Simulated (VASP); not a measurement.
Runs of VASP 6.6.1 on NaI. The structure is that of space group I4/mmm (No. 139), or close to it. The cells are those of the table. 

```tsv
cell	gap on the mesh (eV)	pressure (GPa)
a = 4.577, b = 4.327, c = 4.327 Å, angles 63.9, 58.1, 58.1°, 2 atoms	3.95	4.0
a = 4.577, b = 4.886, c = 4.886 Å, angles 55.9, 62.1, 62.1°, 2 atoms	3.34	-0.8
a = 4.577, b = 4.409, c = 4.409 Å, angles 62.5, 58.7, 58.7°, 2 atoms	3.84	(c)
a = 4.577, b = 4.841, c = 4.841 Å, angles 56.4, 61.8, 61.8°, 2 atoms	3.37	-0.7
a = 4.577, b = 4.248, c = 4.248 Å, angles 65.2, 57.4, 57.4°, 2 atoms	4.08	6.4
a = 4.577, b = 4.492, c = 4.492 Å, angles 61.3, 59.4, 59.4°, 2 atoms	3.73	(b)
a = 4.577, b = 4.932, c = 4.932 Å, angles 55.3, 62.4, 62.4°, 2 atoms	3.33	-0.8
a = 4.577, b = 4.752, c = 4.752 Å, angles 57.6, 61.2, 61.2°, 2 atoms	(d)	(a)
```

Alike in all rows: task single point; level PBE; potentials or basis VASP PAW PBE potentials, release 64 (Na_pv, I); no spin polarisation; k mesh 6 × 6 × 6; cutoff (eV) 500; smearing gaussian 0.05 eV.

Q: Fill in the values left out.

A: (a) -0.5; (b) 1.2; (c) 2.4; (d) 3.43.

Caveats: spin-orbit coupling is left out, which moves the levels of the heavy elements; the stress differs along the axes, from 2 to 9 GPa (at least some runs); the stress differs along the axes, from 2 to 15 GPa (at least some runs).

A k mesh can miss the band edges, and the runs leave out spin-orbit coupling on I.
